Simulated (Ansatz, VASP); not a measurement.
# Two plane-wave programs on ZnS

```
Zn S
1.0
     2.70465   -2.70465    0.00000
     2.70465    0.00000   -2.70465
     6.76163    4.73314    4.73314
Zn S
3 3
Direct
  0.63541 0.63541 0.12503
  0.80208 0.80208 0.79170
  0.21874 0.21874 0.45837
  0.44791 0.44791 0.87503
  0.86457 0.86457 0.54170
  0.28124 0.28124 0.20837
```

Alike in both runs: task single point; functional PBE; k mesh 8 × 8 × 3; occupations gaussian, width 0.05 eV; no spin polarisation.

```csv
,VASP,Ansatz
version,VASP 6.6.1,Ansatz 0.2.0
potentials or method,"VASP PAW PBE potentials, release 64 (Zn, S), cutoff 520 eV","scalar-relativistic, plane waves, PAW"
valence electrons in the cell,54,54
```

Ansatz gave:

- gap on the k mesh at the Fermi level (eV): 1.11
- least direct gap on the mesh (eV): 1.11
- pressure (GPa): 1.0
- traceless stress, the component that is largest in VASP (GPa): -2.83
- rms of the force components (eV/Å): 0.184

Problem. Estimate VASP's values.

Solution. gap on the k mesh at the Fermi level (eV): 1.12; least direct gap on the mesh (eV): 1.12; pressure (GPa): 1.1; traceless stress, the component that is largest in VASP (GPa): -2.83; rms of the force components (eV/Å): 0.184.

Atom by atom the forces differ by 0.004 eV/Å (rms over components).
